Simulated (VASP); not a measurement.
# BN (zincblende type) (F-43m) in VASP: a series of runs

The runs below take BN (zincblende type) through single point, with r2SCAN.

Everything below comes from runs of VASP 6.6.1. Logs are shortened: lines on timing, memory, paths and dates and some standing lists are left out, and cuts for length are marked.

**1. The cell of the first run**

It takes space group F-43m (No. 216, cubic). Conventional cell: a = 2.957 Å, b = 2.957 Å, c = 2.957 Å, α = 90.00°, β = 90.00°, γ = 90.00°. B (site symmetry -43m) has 4 N at 1.28 Å within 1.7 Å. N (site symmetry -43m) has 4 B at 1.28 Å within 1.7 Å.

**2. Single point, r2SCAN (3.23 Å³/atom)**

POSCAR

```
BN
1.0
    0.0000000000      1.4787114491      1.4787114491
    1.4787114491      0.0000000000      1.4787114491
    1.4787114491      1.4787114491      0.0000000000
B N
1 1
Direct
    0.0000000000      0.0000000000      0.0000000000
    0.2500000000      0.2500000000      0.2500000000
```

INCAR.step1

```
PREC = Accurate
ENCUT = 520
ISMEAR = -1
SIGMA = 0.08
LREAL = False
LASPH = True
NELM = 100
NBANDS = 11
GGA = PE
ALGO = Normal
EDIFF = 1E-4
LWAVE = True
LCHARG = False
```

INCAR.step2

```
PREC = Accurate
ENCUT = 520
EDIFF = 1E-7
ISMEAR = -1
SIGMA = 0.08
LREAL = False
LASPH = True
NELM = 100
ALGO = Normal
ISIF = 2
LWAVE = False
LCHARG = False
METAGGA = R2SCAN
LMIXTAU = True
NBANDS = 11
ISTART = 1
```

KPOINTS

```
Automatic mesh
0
Gamma
  15 15 15
```

Potentials or basis: VASP PAW PBE potentials, release 64 (B, N).

Run with:

```bash
$ cat potpaw_PBE.64/B/POTCAR potpaw_PBE.64/N/POTCAR > POTCAR
$ cp INCAR.step1 INCAR
$ mpirun -np 1 vasp_std > vasp.out
$ cp INCAR.step2 INCAR
$ mpirun -np 1 vasp_std > vasp.out
```

OUTCAR:

```text
PREC = Accurate
   ENCUT = 520
   EDIFF = 1E-7
   ISMEAR = -1
   LREAL = False
   LASPH = True
   NELM = 100
   ISIF = 2
   METAGGA = R2SCAN
   ISTART = 1

 ion  position               nearest neighbor table
   1  0.000  0.000  0.000-   2 1.28   2 1.28   2 1.28   2 1.28
   2  0.250  0.250  0.250-   1 1.28   1 1.28   1 1.28   1 1.28

  LATTYP: Found a face centered cubic cell.
 ALAT       =     2.9574228982

  Lattice vectors:

 A1 = (   0.0000000000,   1.4787114491,   1.4787114491)
 A2 = (   1.4787114491,   0.0000000000,   1.4787114491)
 A3 = (   1.4787114491,   1.4787114491,   0.0000000000)

Analysis of symmetry for initial positions (statically):
=====================================================================
 Subroutine PRICEL returns:
 Original cell was already a primitive cell.

 Routine SETGRP: Setting up the symmetry group for a
 face centered cubic supercell.

 Subroutine GETGRP returns: Found 24 space group operations
 (whereof 24 operations were pure point group operations)
 out of a pool of 48 trial point group operations.

The static configuration has the point symmetry T_d .

Analysis of symmetry for dynamics (positions and initial velocities):
=====================================================================
 Subroutine PRICEL returns:
 Original cell was already a primitive cell.

 Routine SETGRP: Setting up the symmetry group for a
 face centered cubic supercell.

 Subroutine GETGRP returns: Found 24 space group operations
 (whereof 24 operations were pure point group operations)
 out of a pool of 48 trial point group operations.

The dynamic configuration has the point symmetry T_d .

 Subroutine INISYM returns: Found 24 space group operations
 (whereof 24 operations are pure point group operations),
 and found     1 'primitive' translations

----------------------------------------------------------------------------------------

                                     Primitive cell

  volume of cell :       6.4667

  direct lattice vectors                    reciprocal lattice vectors
     0.000000000  1.478711449  1.478711449    -0.338132230  0.338132230  0.338132230
     1.478711449  0.000000000  1.478711449     0.338132230 -0.338132230  0.338132230
     1.478711449  1.478711449  0.000000000     0.338132230  0.338132230 -0.338132230
[... 87 lines left out ...]
   NSW    =      0    number of steps for IOM
   IBRION =     -1    ionic relax: 0-MD 1-quasi-New 2-CG
   NFREE  =      0    steps in history (QN), initial steepest desc. (CG)
   ISIF   =      2    stress and relaxation
   ISYM   =      2    0-nonsym 1-usesym 2-fastsym
   POTIM  = 0.5000    time-step for ionic-motion
   TEBEG  =    0.0;   TEEND  =   0.0 temperature during run
   PSTRESS=    0.0 pullay stress
   NELECT =       8.0000    total number of electrons
   NUPDOWN=      -1.0000    fix difference up-down
   EMIN   =  10.00;   EMAX   =-10.00  energy-range for DOS
   EFERMI =   0.00;   METHOD = LEGACY
   ISMEAR =    -1;   SIGMA  =   0.08  broadening in eV -4-tet -1-fermi 0-gaus
   EFERMI_NEDOS =   21; number of points for ismear=-14 and -15
   IALGO  =     38    algorithm
   IMIX   =      4    mixing-type and parameters
     AMIX     =   0.40;   BMIX     =  1.00
     AMIX_MAG =   1.60;   BMIX_MAG =  1.00
  volume/ion in A,a.u.               =       3.23        21.82
  Fermi-wavevector in a.u.,A,eV,Ry     =   1.757430  3.321061 42.022417  3.088561
  Thomas-Fermi vector in A             =   2.826786
   LORBIT       =      0    0 simple, 1 ext, 2 COOP (PROOUT), +10 PAW based schemes
   METAGGA = R2SCAN    functional components
   LHFCALC =     F    Hartree Fock is set to
   AEXX    =    0.0000 exact exchange contribution
   IVDW    =     0    specifies the selected vdW correction
   LEPSILON=     F    determine dielectric tensor
   LRPA    =     F    only Hartree local field effects (RPA)
 non-spin polarized calculation
  energy-cutoff  :      520.00
  volume of cell :        6.47
 maximum number of plane-waves:       183
   NGX =  7   NGY =  7   NGZ =  7

 number of electron       8.0000003 magnetization

 Free energy of the ion-electron system (eV)
  ---------------------------------------------------
  ext. energy  EPLUGINS =         0.00000000
  ---------------------------------------------------
  free energy    TOTEN  =       -12.01741667 eV

  energy without entropy =      -12.01741667  energy(sigma->0) =      -12.01741667

 E-fermi :  18.3318     XC(G=0): -17.1854

 val. band max:       16.7653589552   @ k =   0.0000   0.0000   0.0000
 cond. band min:      22.3544221674   @ k =   0.4667   0.4667   0.0000
 fundamental gap:      5.5890632122
 Fermi energy:        18.3317503449

 k-point     1 :       0.0000    0.0000    0.0000
  band No.  band energies     occupation
      1     -13.3627      2.00000
      2      16.7654      2.00000
      3      16.7654      2.00000
      4      16.7654      2.00000
      5      29.2007      0.00000
      6      29.2007      0.00000
      7      29.2007      0.00000
      8      40.1674      0.00000
      9      54.2340      0.00000
     10      54.2340      0.00000
     11      55.6881      0.00000
[... 309 lines left out ...]
 k-point    24 :       0.2000    0.1333    0.0000
  band No.  band energies     occupation
      1     -11.8488      2.00000
      2      12.1489      2.00000
      3      13.3099      2.00000
      4      14.7685      2.00000
      5      28.6755      0.00000
      6      34.1162      0.00000
      7      34.1842      0.00000
      8      37.8082      0.00000
      9      45.4653      0.00000
     10      54.3675      0.00000
     11      56.3869      0.00000

 [... further k-points ...]

------------------------ aborting loop because EDIFF is reached ----------------------------------------

  FORCE on cell =-STRESS in cart. coord.  units (eV):
  Direction    XX          YY          ZZ          XY          YZ          ZX
  --------------------------------------------------------------------------------------
  -------------------------------------------------------------------------------------
  Total       27.3700846     27.3700846     27.3700846      0.0000000     -0.0000000      0.0000000
  in kB     6781.1979090   6781.1979090   6781.1979090      0.0000000     -0.0000000      0.0000000
  external PRESSURE =    6781.1979090 kB  Pullay stress =       0.0000000 kB

 VOLUME and BASIS-vectors are now :
 -----------------------------------------------------------------------------
  energy-cutoff  :      520.00
  volume of cell :        6.47
      direct lattice vectors                 reciprocal lattice vectors
     0.000000000  1.478711449  1.478711449    -0.338132230  0.338132230  0.338132230
     1.478711449  0.000000000  1.478711449     0.338132230 -0.338132230  0.338132230
     1.478711449  1.478711449  0.000000000     0.338132230  0.338132230 -0.338132230

 POSITION                                       TOTAL-FORCE (eV/Angst)
 -----------------------------------------------------------------------------------
      0.00000      0.00000      0.00000        -0.000000     -0.000000     -0.000000
      0.73936      0.73936      0.73936         0.000000      0.000000      0.000000
 -----------------------------------------------------------------------------------
    total drift:                               -0.000001     -0.000001     -0.000002

  FREE ENERGIE OF THE ION-ELECTRON SYSTEM (eV)
  ---------------------------------------------------
  free  energy   TOTEN  =       -12.0174166665 eV

  energy  without entropy=      -12.0174166665  energy(sigma->0) =      -12.01741667
```

OSZICAR.step1:

```text
N       E                     dE             d eps       ncg     rms          rms(c)
DAV:   1     0.190498803426E+02    0.19050E+02   -0.57217E+03  2854   0.779E+02
DAV:   2    -0.124961738784E+02   -0.31546E+02   -0.30971E+02  2979   0.200E+02
DAV:   3    -0.128108008600E+02   -0.31463E+00   -0.31444E+00  3141   0.162E+01
DAV:   4    -0.128109507858E+02   -0.14993E-03   -0.14992E-03  2826   0.396E-01
DAV:   5    -0.128109508428E+02   -0.56978E-07   -0.57557E-07  2769   0.787E-03    0.117E+01
DAV:   6    -0.106952993666E+02    0.21157E+01   -0.28413E+00  2859   0.127E+01    0.636E+00
DAV:   7    -0.102675756294E+02    0.42772E+00   -0.78807E-01  3072   0.718E+00    0.299E+00
DAV:   8    -0.102456164275E+02    0.21959E-01   -0.53180E-02  3123   0.206E+00    0.567E-01
DAV:   9    -0.102458680169E+02   -0.25159E-03   -0.69859E-04  2820   0.293E-01    0.153E-01
DAV:  10    -0.102459075366E+02   -0.39520E-04   -0.62766E-05  2755   0.699E-02
   1 F= -.10245908E+02 E0= -.10245908E+02  d E =-.630658E-11
```

It took 31 s on 1 thread of Intel Xeon 8259CL, shared host; peak memory 0.12 GiB.

The run converged, but its numbers aren't listed here, since they failed a check.

Caveat: the cell stands under pressure; the PAW data sets were made with another functional, which shifts forces and pressure a little; an odd mesh through Γ misses points on the zone boundary, where band edges can lie.

**3. Single point, r2SCAN (3.76 Å³/atom)**

This run uses another cell than the first one, of 3.76 Å³/atom.

POSCAR

```
BN
1.0
    0.0000000000      1.5553299331      1.5553299331
    1.5553299331      0.0000000000      1.5553299331
    1.5553299331      1.5553299331      0.0000000000
B N
1 1
Direct
    0.0000000000      0.0000000000      0.0000000000
    0.2500000000      0.2500000000      0.2500000000
```

INCAR.step1

```
SYSTEM = BN
PREC     = Accurate       ! precision mode
ENCUT    = 520            ! plane-wave cutoff, eV
ISMEAR   = -1             ! smearing method
SIGMA    = 0.08           ! smearing width, eV
LREAL    = .False.        ! projectors in reciprocal space
LASPH    = .True.         ! aspherical terms in the spheres
NELM     = 80             ! most SCF steps
NBANDS   = 11             ! bands
GGA      = PE             ! functional
ALGO     = Normal         ! electronic algorithm
EDIFF    = 1E-4           ! SCF threshold, eV
LWAVE    = .True.         ! write WAVECAR
LCHARG   = .False.        ! write CHGCAR
```

INCAR.step2

```
SYSTEM = BN
PREC     = Accurate       ! precision mode
ENCUT    = 520            ! plane-wave cutoff, eV
EDIFF    = 1E-6           ! SCF threshold, eV
ISMEAR   = -1             ! smearing method
SIGMA    = 0.08           ! smearing width, eV
LREAL    = .False.        ! projectors in reciprocal space
LASPH    = .True.         ! aspherical terms in the spheres
NELM     = 80             ! most SCF steps
ALGO     = Normal         ! electronic algorithm
ISIF     = 2              ! what is computed and relaxed
LWAVE    = .False.        ! write WAVECAR
LCHARG   = .True.         ! write CHGCAR
METAGGA  = R2SCAN         ! meta-GGA
LMIXTAU  = .True.       
LELF     = .True.         ! ELF
LVHAR    = .True.       
NBANDS   = 11             ! bands
ISTART   = 1
```

KPOINTS

```
Automatic mesh
0
Gamma
  15 15 15
  0 0 0
```

Potentials or basis: VASP PAW PBE potentials, release 64 (B, N).

Run with:

```bash
$ cat potpaw_PBE.64/B/POTCAR potpaw_PBE.64/N/POTCAR > POTCAR
$ cp INCAR.step1 INCAR
$ mpirun -np 1 vasp_std > vasp.out
$ cp INCAR.step2 INCAR
$ mpirun -np 1 vasp_std > vasp.out
```

It took 25 s on 1 thread of Intel Xeon 8259CL, shared host; peak memory 0.12 GiB.

The run converged. Its results:

| Item | Value |
| --- | --- |
| Free energy | -15.4704 eV |
| Pressure | 389.6 GPa |
| Band gap on the k mesh | 5.48 eV (least direct gap 11.72 eV) |

Levels at points of the mesh, in eV from the valence-band top:
```
           k point  band 1  band 2  band 3  band 4  band 5  band 6  band 7  band 8  band 9
(0.00, 0.00, 0.00)  -27.54    0.00    0.00    0.00   11.72   11.72   11.72   19.90   35.01
```

Caveat: the cell stands under pressure; the PAW data sets were made with another functional, which shifts forces and pressure a little; an odd mesh through Γ misses points on the zone boundary, where band edges can lie.

**4. Single point, r2SCAN (4.23 Å³/atom)**

This run uses another cell than the first one, of 4.23 Å³/atom.

POSCAR

```
BN
1.0
    0.0000000000      1.6176083166      1.6176083166
    1.6176083166      0.0000000000      1.6176083166
    1.6176083166      1.6176083166      0.0000000000
B N
1 1
Direct
    0.0000000000      0.0000000000      0.0000000000
    0.2500000000      0.2500000000      0.2500000000
```

INCAR.step1

```
PREC = Accurate ; ENCUT = 520
ISMEAR = -1 ; SIGMA = 0.08
LREAL = F ; LASPH = T
NELM = 100 ; NBANDS = 11
GGA = PE ; ALGO = Normal
EDIFF = 1E-4 ; LWAVE = T
LCHARG = F
```

INCAR.step2

```
PREC = Accurate ; ENCUT = 520
EDIFF = 1E-7 ; ISMEAR = -1
SIGMA = 0.08 ; LREAL = F
LASPH = T ; NELM = 100
ALGO = Normal ; ISIF = 2
LWAVE = F ; LCHARG = F
METAGGA = R2SCAN ; LMIXTAU = T
NBANDS = 11 ; ISTART = 1
```

KPOINTS

```
Automatic mesh
0
Gamma
  15 15 15
```

Potentials or basis: VASP PAW PBE potentials, release 64 (B, N).

Run with:

```bash
$ cat potpaw_PBE.64/B/POTCAR potpaw_PBE.64/N/POTCAR > POTCAR
$ cp INCAR.step1 INCAR
$ mpirun -np 1 vasp_std > vasp.out
$ cp INCAR.step2 INCAR
$ mpirun -np 1 vasp_std > vasp.out
```

OUTCAR:

```text
PREC = Accurate
   ENCUT = 520
   EDIFF = 1E-7
   ISMEAR = -1
   LREAL = F
   LASPH = T
   NELM = 100
   ISIF = 2
   METAGGA = R2SCAN
   ISTART = 1

 ion  position               nearest neighbor table
   1  0.000  0.000  0.000-   2 1.40   2 1.40   2 1.40   2 1.40
   2  0.250  0.250  0.250-   1 1.40   1 1.40   1 1.40   1 1.40

  LATTYP: Found a face centered cubic cell.
 ALAT       =     3.2352166332

  Lattice vectors:

 A1 = (   0.0000000000,   1.6176083166,   1.6176083166)
[... 522 lines left out ...]
------------------------ aborting loop because EDIFF is reached ----------------------------------------

  FORCE on cell =-STRESS in cart. coord.  units (eV):
  Direction    XX          YY          ZZ          XY          YZ          ZX
  --------------------------------------------------------------------------------------
  -------------------------------------------------------------------------------------
  Total       12.3641922     12.3641922     12.3641922      0.0000000     -0.0000000      0.0000000
  in kB     2340.0558407   2340.0558407   2340.0558407      0.0000000     -0.0000000      0.0000000
  external PRESSURE =    2340.0558407 kB  Pullay stress =       0.0000000 kB

 VOLUME and BASIS-vectors are now :
 -----------------------------------------------------------------------------
  energy-cutoff  :      520.00
  volume of cell :        8.47
      direct lattice vectors                 reciprocal lattice vectors
     0.000000000  1.617608317  1.617608317    -0.309098312  0.309098312  0.309098312
     1.617608317  0.000000000  1.617608317     0.309098312 -0.309098312  0.309098312
     1.617608317  1.617608317  0.000000000     0.309098312  0.309098312 -0.309098312

 POSITION                                       TOTAL-FORCE (eV/Angst)
 -----------------------------------------------------------------------------------
      0.00000      0.00000      0.00000         0.000000     -0.000000      0.000000
      0.80880      0.80880      0.80880        -0.000000      0.000000     -0.000000
 -----------------------------------------------------------------------------------
    total drift:                                0.000000      0.000000      0.000001

  FREE ENERGIE OF THE ION-ELECTRON SYSTEM (eV)
  ---------------------------------------------------
  free  energy   TOTEN  =       -17.2749127545 eV

  energy  without entropy=      -17.2749127544  energy(sigma->0) =      -17.27491275
```

OSZICAR.step1:

```text
N       E                     dE             d eps       ncg     rms          rms(c)
DAV:   1     0.143146970325E+02    0.14315E+02   -0.54419E+03  2736   0.761E+02
DAV:   2    -0.167822083449E+02   -0.31097E+02   -0.30321E+02  3018   0.186E+02
DAV:   3    -0.171704775129E+02   -0.38827E+00   -0.38792E+00  3152   0.174E+01
DAV:   4    -0.171707350872E+02   -0.25757E-03   -0.25757E-03  2820   0.505E-01
DAV:   5    -0.171707352239E+02   -0.13667E-06   -0.13661E-06  2849   0.116E-02    0.910E+00
DAV:   6    -0.157403682248E+02    0.14304E+01   -0.27068E+00  2763   0.111E+01    0.476E+00
DAV:   7    -0.155134060323E+02    0.22696E+00   -0.38378E-01  3087   0.489E+00    0.244E+00
DAV:   8    -0.154929037279E+02    0.20502E-01   -0.46541E-02  3060   0.173E+00    0.407E-01
DAV:   9    -0.154932205236E+02   -0.31680E-03   -0.71031E-04  2835   0.280E-01    0.115E-01
DAV:  10    -0.154932716850E+02   -0.51161E-04   -0.80589E-05  2847   0.764E-02
   1 F= -.15493272E+02 E0= -.15493272E+02  d E =-.135714E-10
```

It took 86 s on 1 thread of Intel Xeon 8259CL, shared host; peak memory 0.12 GiB.

What came out:

- Free energy: -17.2749 eV
- Pressure: 234.0 GPa
- Band gap on the k mesh: 5.39 eV (least direct gap 11.16 eV)

Levels at points of the mesh, in eV from the valence-band top:
```
           k point  band 1  band 2  band 3  band 4  band 5  band 6  band 7  band 8
(0.00, 0.00, 0.00)  -25.70    0.00    0.00    0.00   11.16   11.16   11.16   17.37
```

Caveat: the cell stands under pressure; the PAW data sets were made with another functional, which shifts forces and pressure a little; an odd mesh through Γ misses points on the zone boundary, where band edges can lie.
